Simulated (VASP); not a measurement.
Write the native input for VASP 6.6.1 that does the following.

```yaml
Task: single point
Functional: LDA
Potentials_or_basis: VASP PAW LDA potentials, release 64 (Si, O)
Cutoff: 520 eV
k_mesh: 6 × 6 × 8
Occupations: gaussian, width 0.05 eV
Spin: no spin polarisation
Dipole_correction: no
Further_INCAR_settings: ALGO = Normal; EDIFF = 1e-06; NBANDS = 25
```

The structure of SiO2 lies in POSCAR:

```
SiO2
1.0
    4.0804000000      0.0000000000      0.0000000000
    0.0000000000      4.0804000000      0.0000000000
    0.0000000000      0.0000000000      2.8529000000
Si O
2 4
Direct
    0.5000000000      0.5000000000      0.5000000000
    0.0000000000      0.0000000000      0.0000000000
    0.6944252994      0.6944252994      0.0000000000
    0.1944252994      0.8055747006      0.5000000000
    0.3055747006      0.3055747006      0.0000000000
    0.8055747006      0.1944252994      0.5000000000
```

These files were run (other wordings do the same):

INCAR

```
  PREC = Accurate
  ENCUT = 520
  EDIFF = 1E-6
  ISMEAR = 0
  SIGMA = 0.05
  LREAL = False
  LASPH = True
  NELM = 60
  ALGO = Normal
  ISIF = 2
  LWAVE = False
  LCHARG = False
  NBANDS = 25
```

KPOINTS

```
regular mesh
0
Gamma
  6 6 8
```

Potentials or basis: VASP PAW LDA potentials, release 64 (Si, O).

Command:

```console
$ cat potpaw_LDA.64/Si/POTCAR potpaw_LDA.64/O/POTCAR > POTCAR
$ mpirun -np 1 vasp_std > vasp.out
```

Results of the run:

```
Pressure               : -11.5 GPa
Largest force          : 0.339 eV/Å
Band gap on the k mesh : 4.87 eV
```

Caveat: the cell stands under tension.

Run time: 61 s on 1 thread of Intel Xeon 8259CL, on a shared host, peak memory 0.16 GiB.
